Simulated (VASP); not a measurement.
BAs: relaxation of cell and atoms with PBE

BAs:

```
B As
1.0
     3.18160    0.00000    0.00000
     0.00000    3.18160    0.00000
     0.00000    0.00000    3.18160
B As
1 1
Direct
  0.50000 0.50000 0.50000
  0.00000 0.00000 0.00000
```

- Program: VASP 6.6.1
- Task: relaxation of cell and atoms
- Functional: PBE
- Potentials or basis: VASP PAW PBE potentials, release 64 (B, As)
- Cutoff: 600 eV
- k mesh: 6 × 6 × 6
- Occupations: gaussian, width 0.1 eV
- Spin: no spin polarisation
- Dipole correction: no
- Further INCAR settings: ALGO = Normal; EDIFF = 1e-06; IBRION = 2; EDIFFG = -0.04; NSW = 90; ISIF = 3

```yaml
Relaxed_volume: 12.80 Å³/atom
Relaxed_cell: a = 2.947 Å, b = 2.947 Å, c = 2.947 Å, α = 90.00°, β = 90.00°, γ = 90.00°
Space_group_after_relaxing_to_0.05_Å: Pm-3m (No. 221)
Energy_gained_by_relaxing: 191.9 meV/atom
Ionic_steps: 2
Pressure_after_relaxing: -0.1 GPa
```

The path:
```csv
step,energy change (eV),largest force (eV/Å),pressure (GPa),volume (Å³)
1,0.0000,0.0000,-15.20,32.21
2,-0.3837,0.0000,-0.06,25.60
```

Final structure:
```
B As
1.0
     2.94707    0.00000    0.00000
     0.00000    2.94707    0.00000
     0.00000    0.00000    2.94707
B As
1 1
Direct
  0.50000 0.50000 0.50000
  0.00000 0.00000 0.00000
```

Levels at points of the mesh, in eV from the Fermi level:
| k point | band 1 | band 2 | band 3 | band 4 | band 5 | band 6 | band 7 | band 8 |
| --- | --- | --- | --- | --- | --- | --- | --- | --- |
| (0.00, 0.00, 0.00) | -15.68 | -0.89 | -0.89 | -0.89 | -0.42 | 5.61 | 5.61 | 9.12 |
| (0.50, 0.00, 0.00) | -12.77 | -10.00 | 2.75 | 2.75 | 3.15 | 3.15 | 3.25 | 4.39 |
| (0.50, 0.50, 0.00) | -9.88 | -6.76 | -6.76 | -5.50 | 4.01 | 4.98 | 7.02 | 7.02 |
| (0.50, 0.50, 0.50) | -7.41 | -3.07 | -3.07 | -3.07 | -2.66 | -1.98 | -1.98 | -1.98 |

Wall time 12 s on 1 thread of Intel Xeon 6975P-C, on a shared host, peak memory 0.16 GiB.

Caveat: the volume moved by over 15 % at a fixed basis, so the end points are rough; the bands computed are all filled at some k points, so no gap is given.
